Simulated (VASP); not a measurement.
Set up this calculation in VASP 6.6.1, as the native input.

```
Task                   : single point
Functional             : PBE
Potentials or basis    : VASP PAW PBE potentials, release 64 (H)
Cutoff                 : 520 eV
k mesh                 : 6 × 6 × 6
Occupations            : gaussian, width 0.05 eV
Spin                   : collinear spin, ferromagnetic start
Starting moments       : [1.05, 1.05] μB
Dipole correction      : no
Further INCAR settings : ALGO = Normal; EDIFF = 1e-07; NBANDS = 12
```

The structure of H lies in POSCAR:

```
H
1.0
    5.4865036419      0.0000000000      0.0000000000
   -2.7432518209      4.7514515318      0.0000000000
    0.0000000000      0.0000000000      3.8789580748
H
2
Direct
    0.3333333333      0.6666666667      0.2500000000
    0.6666666667      0.3333333333      0.7500000000
```

This cell differs from its parent crystal: volume 50.560 Å^3 an atom, c/a of the conventional cell 0.7070.

These files were run (other wordings do the same):

INCAR

```
SYSTEM = H
PREC = Accurate
ENCUT = 520
EDIFF = 1E-7
ISMEAR = 0
SIGMA = 0.05
LREAL = .FALSE.
LASPH = .TRUE.
NELM = 150
ALGO = Normal
ISIF = 2
LWAVE = .FALSE.
LCHARG = .FALSE.
ISPIN = 2
MAGMOM = 1.05 1.05
LORBIT = 11
GGA = PE
NBANDS = 12
```

KPOINTS

```
Automatic mesh
0
G
  6 6 6
  0 0 0
```

Potentials or basis: VASP PAW PBE potentials, release 64 (H).

Command:

```sh
$ cat potpaw_PBE.64/H/POTCAR > POTCAR
$ mpirun -np 1 vasp_std > vasp.out
```

Results of the run:

```json
{
  "Pressure": "0.1 GPa",
  "Band gap on the k mesh": "6.68 eV, indirect (least direct gap 7.23 eV)",
  "Net moment": "2.00 μB per cell",
  "Site moments": "H +0.38 μB",
  "Valence electrons inside the program's atomic spheres": "H 0.38"
}
```

Run time: 36 s on 1 thread of Intel(R) Xeon(R) 6975P-C (Granite Rapids), on a shared host, peak memory 0.27 GiB.
